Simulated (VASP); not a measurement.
Here is a VASP 6.6.1 calculation.

INCAR

```
PREC = Accurate
ENCUT = 910
EDIFF = 1E-6
ISMEAR = -1
SIGMA = 0.05
LREAL = Auto
LASPH = T
NELM = 120
ALGO = Normal
ISIF = 2
LWAVE = F
LCHARG = F
GGA = PE
IVDW = 12
NBANDS = 78
GGA_COMPAT = F
```

File KPOINTS:

```
regular mesh
0
Gamma
  1 1 1
```

The input POSCAR:

```
N
1.0
    8.8620950000      0.0000000000      0.0000000000
    0.0000000000      8.8620950000      0.0000000000
    0.0000000000      0.0000000000      8.8620950000
N
24
Direct
    0.2489140547      0.4730032797      0.3844012054
    0.2292798712      0.4062019195      0.2818069542
   -0.2472101687      0.8795550036      0.1964095397
   -0.1523116148      0.8589842470      0.2763116396
    0.7646047577      0.5401882963      0.4120470385
    0.7101255403      0.5972966889      0.5072841128
    0.1399330519      0.7578456336      0.5911130495
    0.1369766404      0.8835833965      0.5894655835
    0.7513347578      0.8571111007      0.8108466452
    0.8486593746      0.8678309136      0.7365639840
    0.4036404484      0.7999237201      0.2326312232
    0.4191672511      0.7413258377      0.3429098876
    0.7937062286      0.3212784336      0.7659475553
    0.9096381837      0.2725314951      0.7694117474
    0.8373415090      0.6160168673      1.0912543817
    0.8067844003      0.5288252947      1.0096483958
    0.5661528115      0.2256689868      0.2424595990
    0.6279102176      0.3247764778      0.1977184853
    0.4550616982      0.0269123723      0.6284969863
    0.5500956602      0.0280746257      0.5401657283
    0.4384516302      0.4713106777      0.7867214242
    0.4879997337      0.5041810091      0.6773680490
    0.1809730092      0.7578794856      0.9615220780
    0.2275195651      0.8553282266      0.8968985325
```

Potentials or basis: VASP PAW PBE potentials, release 64 (N_h).

Run with:

```sh
$ cat potpaw_PBE.64/N_h/POTCAR > POTCAR
$ mpirun -np 1 vasp_gam > vasp.out
```

What does it give for the dispersion energy per atom?

-0.044 eV.

Estimate the pressure.

-0.5 GPa.

Stress tensor (GPa, compression positive):
```
-0.86  0.21  0.18
 0.21 -0.26  0.97
 0.18  0.97 -0.26
```

Caveat: the k points lie up to 0.71 Å⁻¹ apart; the cutoff is under 1.25 times the usual one of these potentials, so pressure, stress and relaxed cells hold a basis-set (Pulay) error; the atoms stand as in a frame of molecular dynamics.
